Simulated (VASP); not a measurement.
# Os (Fm-3m) in VASP: single point with PBEsol+D4+U

Aim: the single point of Os with PBEsol+D4+U.

All numbers are computed with VASP 6.6.1; they aren't measurements. Logs are shortened: lines on timing, memory, paths and dates and some standing lists are left out, and cuts for length are marked.

## Step 1: The cell of the first run

The structure is cubic, space group Fm-3m (No. 225). The conventional cell has a = 3.837 Å, b = 3.837 Å, c = 3.837 Å, α = 90.00°, β = 90.00°, γ = 90.00°. Os (site symmetry m-3m) has 12 Os at 2.71 Å within 3.6 Å.

This isn't the form of Os at room conditions, which is hcp.

## Step 2: Single point, PBEsol+D4+U, non-collinear spin, zero start, spin-orbit coupling (14.13 Å³/atom)

The input, INCAR:

```
ALGO     = Normal         # electronic algorithm
EDIFF    = 1E-6           # SCF threshold, eV
ENCUT    = 560            # plane-wave cutoff, eV
GGA      = PS             # functional
GGA_COMPAT= F            
ISIF     = 2              # what is computed and relaxed
ISMEAR   = 0              # smearing method
IVDW     = 13             # dispersion correction
LASPH    = T              # aspherical terms in the spheres
LCHARG   = T              # write CHGCAR
LDAU     = T              # DFT+U
LDAUJ    = 0            
LDAUL    = 2              # shell
LDAUPRINT= 1            
LDAUTYPE = 2            
LDAUU    = 2              # U, eV
LMAXMIX  = 4              # l up to which the mixer works
LORBIT   = 11             # projections on sites
LORBMOM  = T            
LREAL    = F              # projectors in reciprocal space
LSORBIT  = T              # spin-orbit coupling
LVHAR    = T            
LWAVE    = F              # write WAVECAR
MAGMOM   = 0 0 0          # initial moments
NBANDS   = 27             # bands
NELM     = 200            # most SCF steps
PREC     = Accurate       # precision mode
SIGMA    = 0.1            # smearing width, eV
```

The input, KPOINTS:

```
k-points
0
Gamma
  12 12 12
```

The input, POSCAR:

```
Os
1.0
    0.0000000000      1.9187129938      1.9187129938
    1.9187129938      0.0000000000      1.9187129938
    1.9187129938      1.9187129938      0.0000000000
Os
1
Direct
    0.0000000000      0.0000000000      0.0000000000
```

Potentials or basis: VASP PAW PBE potentials, release 64 (Os_sv_GW).

Command:

```sh
> cat potpaw_PBE.64/Os_sv_GW/POTCAR > POTCAR
> mpirun -np 1 vasp_ncl > vasp.out
```

OUTCAR:

```text
EDIFF = 1E-6
   ENCUT = 560
   GGA = PS
   ISIF = 2
   ISMEAR = 0
   IVDW = 13
   LASPH = T
   LORBIT = 11
   LREAL = F
   LSORBIT = T
   NELM = 200
   PREC = Accurate

 ion  position               nearest neighbor table
   1  0.000  0.000  0.000-

  LATTYP: Found a face centered cubic cell.
 ALAT       =     3.8374259876

  Lattice vectors:

 A1 = (   0.0000000000,   1.9187129938,   1.9187129938)
 A2 = (   1.9187129938,   0.0000000000,   1.9187129938)
 A3 = (   1.9187129938,   1.9187129938,   0.0000000000)

Analysis of symmetry for initial positions (statically):
=====================================================================
 Subroutine PRICEL returns:
 Original cell was already a primitive cell.

 Routine SETGRP: Setting up the symmetry group for a
 face centered cubic supercell.

 Subroutine GETGRP returns: Found 48 space group operations
 (whereof 48 operations were pure point group operations)
 out of a pool of 48 trial point group operations.

The static configuration has the point symmetry O_h .

Analysis of symmetry for dynamics (positions and initial velocities):
=====================================================================
 Subroutine PRICEL returns:
 Original cell was already a primitive cell.

 Routine SETGRP: Setting up the symmetry group for a
 face centered cubic supercell.

 Subroutine GETGRP returns: Found 48 space group operations
 (whereof 48 operations were pure point group operations)
 out of a pool of 48 trial point group operations.

The dynamic configuration has the point symmetry O_h .

Analysis of structural, dynamic, and magnetic symmetry:
=====================================================================
 Subroutine PRICEL returns:
 Original cell was already a primitive cell.

 Routine SETGRP: Setting up the symmetry group for a
 face centered cubic supercell.

 Subroutine GETGRP returns: Found 48 space group operations
 (whereof 48 operations were pure point group operations)
 out of a pool of 48 trial point group operations.

The overall configuration has the point symmetry O_h .

 Subroutine INISYM returns: Found 48 space group operations
 (whereof 48 operations are pure point group operations),
 and found     1 'primitive' translations

----------------------------------------------------------------------------------------

                                     Primitive cell

  volume of cell :      14.1273

  direct lattice vectors                    reciprocal lattice vectors
     0.000000000  1.918712994  1.918712994    -0.260591345  0.260591345  0.260591345
     1.918712994  0.000000000  1.918712994     0.260591345 -0.260591345  0.260591345
     1.918712994  1.918712994  0.000000000     0.260591345  0.260591345 -0.260591345

  length of vectors
     2.713469938  2.713469938  2.713469938     0.451357450  0.451357450  0.451357450

  position of ions in fractional coordinates (direct lattice)
     0.000000000  0.000000000  0.000000000

  ion indices of the primitive-cell ions
   primitive index   ion index
                 1           1

----------------------------------------------------------------------------------------

 KPOINTS: k-points

Automatic generation of k-mesh.
 Grid dimensions read from file:
 generate k-points for:   12   12   12

 Generating k-lattice:

[... 140 lines left out ...]
 -0.0000 -0.0000  0.0000  0.5111  0.0000      0.0000  0.0211  0.0000 -0.0000  0.0000
 -0.0000 -0.0000 -0.0000  0.0000  0.5488      0.0492 -0.0000  0.0000 -0.0000 -0.0000

 occupancies and eigenvectors

  o =  0.4689  v =  0.2391  0.5255 -0.0000 -0.0003  0.0000 -0.5255  0.2391 -0.0000  0.0000 -0.0000      0.0000 -0.0003  0.0000 -0.5255  0.0000  0.0003  0.0000  0.0000  0.2391  0.0000
  o =  0.4689  v = -0.5255  0.2391  0.0000 -0.0002 -0.0000 -0.2391 -0.5255 -0.0000 -0.0000 -0.0000      0.0000 -0.0002 -0.0000 -0.2391 -0.0000  0.0002 -0.0000  0.0000 -0.5255  0.0000
  o =  0.4796  v =  0.0744 -0.4410  0.0258  0.1271 -0.0000 -0.0775 -0.3359  0.1844 -0.0209  0.0476      0.0000 -0.1717 -0.3685 -0.3635 -0.0795 -0.0446 -0.0209 -0.4963  0.2614 -0.0828
  o =  0.4796  v = -0.1161 -0.3112 -0.0178  0.0768  0.0000 -0.0491  0.4821  0.1163  0.0144  0.0372      0.0000 -0.1116  0.5232 -0.2622  0.1240 -0.0348  0.0144 -0.3537 -0.3660 -0.0524
  o =  0.4796  v =  0.0094  0.2074  0.0030 -0.1391 -0.0000  0.5766 -0.0085 -0.0571 -0.0024  0.1982      0.0000 -0.0465 -0.0046 -0.3692 -0.0101 -0.1855 -0.0024 -0.0998 -0.0010  0.6161
  o =  0.4796  v =  0.5995 -0.0088 -0.0067  0.0013 -0.0000 -0.0090 -0.1805  0.0005  0.0054 -0.0018      0.0000  0.0004  0.1471  0.0002 -0.6406  0.0017  0.0054 -0.0053 -0.4190 -0.0096
  o =  0.6014  v =  0.3248 -0.0210  0.0077 -0.0837  0.0000  0.0076  0.1995  0.0983  0.0047 -0.0648      0.0000  0.0376 -0.5867 -0.0286  0.4560 -0.0461  0.0047  0.0402 -0.5244 -0.0107
  o =  0.6014  v =  0.0702 -0.0201 -0.0333  0.5145  0.0000 -0.0612  0.0099 -0.5507 -0.0206  0.4907      0.0000 -0.1650 -0.0730  0.0411  0.0985  0.3495 -0.0206 -0.0170 -0.0801  0.0859
  o =  0.6014  v =  0.2467 -0.3873 -0.0228 -0.0159  0.0000 -0.3029 -0.3047 -0.0721 -0.0141 -0.1695      0.0000 -0.1049  0.2939 -0.0844  0.3463 -0.1208 -0.0141  0.3823  0.0580  0.4253
  o =  0.6014  v =  0.3418  0.3036  0.0160 -0.0146  0.0000  0.2240 -0.3932  0.0717  0.0099  0.0832      0.0000  0.0739  0.3604  0.0796  0.4799  0.0592  0.0099 -0.3106  0.0514 -0.3144

 number of electron      16.0000000 magnetization       0.0000000     -0.0000000     -0.0000000

 Free energy of the ion-electron system (eV)
  ---------------------------------------------------
  ext. energy  EPLUGINS =         0.00000000
  ---------------------------------------------------
  free energy    TOTEN  =       -12.66156003 eV

  energy without entropy =      -12.65880912  energy(sigma->0) =      -12.66018457

 E-fermi :  13.3653     XC(G=0): -14.6809

 val. band max:       13.3195363030   @ k =  -0.3333   0.4167   0.0833
 cond. band min:      13.3828384901   @ k =  -0.4167   0.3333   0.0000
 fundamental gap:      0.0633021872
 Fermi energy:        13.3652624140

 k-point     1 :       0.0000    0.0000    0.0000
  band No.  band energies     occupation
      1     -73.1863      1.00000
      2     -73.1863      1.00000
      3     -39.7711      1.00000
      4     -39.7711      1.00000
      5     -28.5276      1.00000
      6     -28.5276      1.00000
[... 709 lines left out ...]
     26      31.0352      0.00000
     27      33.2403      0.00000

 [... further k-points ...]

------------------------ aborting loop because EDIFF is reached ----------------------------------------

  DFT-D4 for vdW energy calculation

  Edisp (eV):   -0.40359

  FORCE on cell =-STRESS in cart. coord.  units (eV):
  Direction    XX          YY          ZZ          XY          YZ          ZX
  --------------------------------------------------------------------------------------
  -------------------------------------------------------------------------------------
  Total      -0.87239    -0.87239    -0.87239     0.00000     0.00000    -0.00000
  in kB     -98.93742   -98.93742   -98.93742     0.00000     0.00000    -0.00000
  external pressure =      -98.94 kB  Pullay stress =        0.00 kB

 VOLUME and BASIS-vectors are now :
 -----------------------------------------------------------------------------
  energy-cutoff  :      560.00
  volume of cell :       14.13
      direct lattice vectors                 reciprocal lattice vectors
     0.000000000  1.918712994  1.918712994    -0.260591345  0.260591345  0.260591345
     1.918712994  0.000000000  1.918712994     0.260591345 -0.260591345  0.260591345
     1.918712994  1.918712994  0.000000000     0.260591345  0.260591345 -0.260591345

 POSITION                                       TOTAL-FORCE (eV/Angst)
 -----------------------------------------------------------------------------------
      0.00000      0.00000      0.00000         0.000000      0.000000      0.000000
 -----------------------------------------------------------------------------------
    total drift:                                0.000000      0.000000      0.000000

  FREE ENERGIE OF THE ION-ELECTRON SYSTEM (eV)
  ---------------------------------------------------
  free  energy   TOTEN  =       -13.0651453358 eV

  energy  without entropy=      -13.0623944277  energy(sigma->0) =      -13.06376988

 orbital moment (x)

 # of ion     p       d       f       tot
 ------------------------------------------------
  1         0.000   0.000  -0.000   0.000
 ------------------------------------------------
            0.000   0.000  -0.000   0.000

 orbital moment (y)

 # of ion     p       d       f       tot
 ------------------------------------------------
  1         0.000   0.000   0.000   0.000
 ------------------------------------------------
            0.000   0.000   0.000   0.000

 orbital moment (z)

 # of ion     p       d       f       tot
 ------------------------------------------------
  1         0.000   0.000  -0.000  -0.000
 ------------------------------------------------
            0.000   0.000  -0.000  -0.000

 Spin-Orbit-Coupling matrix elements

 Ion:    1  E_soc:     -3.7914518
 l=   1
     0.0000000    -0.5548616    -0.5548616
    -0.5548616     0.0000000    -0.5548616
    -0.5548616    -0.5548616     0.0000000
 l=   2
     0.0000000    -0.0136388     0.0000000    -0.0136388    -0.0633792
    -0.0136388     0.0000000    -0.0475344    -0.0136388    -0.0158448
     0.0000000    -0.0475344     0.0000000    -0.0475344     0.0000000
    -0.0136388    -0.0136388    -0.0475344     0.0000000    -0.0158448
    -0.0633792    -0.0158448     0.0000000    -0.0158448     0.0000000
 l=   3
     0.0000000    -0.0000056     0.0000000     0.0000000     0.0000000    -0.0000029    -0.0000158
    -0.0000056     0.0000000    -0.0000093     0.0000000    -0.0000093    -0.0000148    -0.0000056
     0.0000000    -0.0000093     0.0000000    -0.0000162     0.0000016     0.0000050     0.0000000
     0.0000000     0.0000000    -0.0000162     0.0000000    -0.0000162     0.0000000     0.0000000
     0.0000000    -0.0000093     0.0000016    -0.0000162     0.0000000     0.0000050     0.0000000
    -0.0000029    -0.0000148     0.0000050     0.0000000     0.0000050     0.0000000    -0.0000029
    -0.0000158    -0.0000056     0.0000000     0.0000000     0.0000000    -0.0000029     0.0000000

 total charge

# of ion       s       p       d       f       tot
--------------------------------------------------
    1        3.638   6.124   5.202   0.158  15.122

 magnetization (x)

# of ion       s       p       d       f       tot
--------------------------------------------------
    1        0.000   0.000  -0.000   0.000   0.000

 magnetization (y)

# of ion       s       p       d       f       tot
--------------------------------------------------
    1       -0.000   0.000  -0.000  -0.000  -0.000

 magnetization (z)

# of ion       s       p       d       f       tot
--------------------------------------------------
    1        0.000  -0.000  -0.000   0.000   0.000
```

Wall time 42 s (1 thread of Intel Xeon 6975P-C (Granite Rapids), shared host); peak memory 0.23 GiB.

Results:

| Quantity | Value |
| --- | --- |
| Free energy | -13.0651 eV |
| Pressure | -9.9 GPa |
| Net moment | 0.00 μB per cell |
| Valence electrons inside the program's atomic spheres | Os 15.12 |
| Dispersion energy per atom | -0.404 eV |

Moments on the atoms (μB; x, y, z):
```
Os  0.00 0.00 0.00
```

Caveat: the cell stands under tension; the PAW data sets were made with another functional, which shifts forces and pressure a little; the U is typed as a test and isn't derived for this compound. The state reached can hang on the start; a lower one may exist.
